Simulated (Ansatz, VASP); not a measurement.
# B in VASP and in Ansatz

INCAR

```
SYSTEM = B
  PREC = Accurate
  ENCUT = 600
  EDIFF = 1E-6
  ISMEAR = 0
  SIGMA = 0.1
  LREAL = .False.
  LASPH = .True.
  NELM = 100
  ALGO = Normal
  ISIF = 3
  LWAVE = .False.
  LCHARG = .False.
  GGA = PS
  IBRION = 2
  NSW = 100
  EDIFFG = -0.015
```

File KPOINTS:

```
regular mesh
0
Gamma
  6 6 6
  0 0 0
```

POSCAR

```
B
1.0
    3.7279447253     -0.0330578580     -0.0443532545
   -0.0330578580      3.7253717278      0.0092276075
   -0.0443532545      0.0092276075      3.7528101908
B
8
Direct
    0.0629423167      0.0359093744     -0.0825375935
   -0.0118253833     -0.0220019777      0.4876413996
    0.9401482264      0.5096684278     -0.0086314707
    0.0332168240      0.5014664209      0.4574888038
    0.4676330512     -0.0163366366     -0.0047308546
    0.5377551384      0.0114017871      0.5372053468
    0.4251209752      0.4973006707      0.0612100399
    0.5450088513      0.4825919333      0.5523543287
```

Input for Ansatz:

```yaml
crystal:
  lattice:
    - [3.7279447253, -0.033057858, -0.0443532545]
    - [-0.033057858, 3.7253717278, 0.0092276075]
    - [-0.0443532545, 0.0092276075, 3.7528101908]
  atoms:
    - { symbol: B, position: [0.0629423167, 0.0359093744, -0.0825375935] }
    - { symbol: B, position: [-0.0118253833, -0.0220019777, 0.4876413996] }
    - { symbol: B, position: [0.9401482264, 0.5096684278, -0.0086314707] }
    - { symbol: B, position: [0.033216824, 0.5014664209, 0.4574888038] }
    - { symbol: B, position: [0.4676330512, -0.0163366366, -0.0047308546] }
    - { symbol: B, position: [0.5377551384, 0.0114017871, 0.5372053468] }
    - { symbol: B, position: [0.4251209752, 0.4973006707, 0.0612100399] }
    - { symbol: B, position: [0.5450088513, 0.4825919333, 0.5523543287] }
basis:
  ecutwfc: 420
kpoints:
  mp_grid: { grid: [6, 6, 6] }
hamiltonian:
  xc: pbesol
scf:
  occupations: { method: gaussian, width: 0.1 }
output:
  forces: true
  stress: true
  eigenvalues: true
relax:
  adjacent_minimum: "off"
  f_tol: 0.015
  max_steps: 120
  cell: { stress_tol: 0.15 }
```

Change from the starting cell: simple cubic type (Pm-3m, No. 221); cell x8, atoms moved at random (sigma 0.15 Å) and cell strained at random (1.5 %), then relaxed without symmetry.

Alike in both runs: task relaxation of cell and atoms; functional PBEsol; k mesh 6 × 6 × 6; occupations gaussian, width 0.1 eV; no spin polarisation.

|  | VASP | Ansatz |
| --- | --- | --- |
| version | VASP 6.6.1 | Ansatz 0.2.0 |
| potentials or method | VASP PAW PBE potentials, release 64 (B), cutoff 600 eV | scalar-relativistic, plane waves, PAW |
| valence electrons in the cell | 24 | 24 |

```tsv
	VASP	Ansatz	Ansatz less VASP
gap on the k mesh at the Fermi level, each at its own relaxed structure (eV)	none	none	-
relaxed volume (Å³/atom)	6.52	7.31	+0.786
relaxed cell length with the largest relative difference (Å)	3.245	3.533	+0.2872
```

VASP's potentials were made for PBE, not for PBEsol. A gap of «none» marks a metal or a gap that the smearing closes. One of these differences is far larger than is usual between the two programs; its cause wasn't traced.
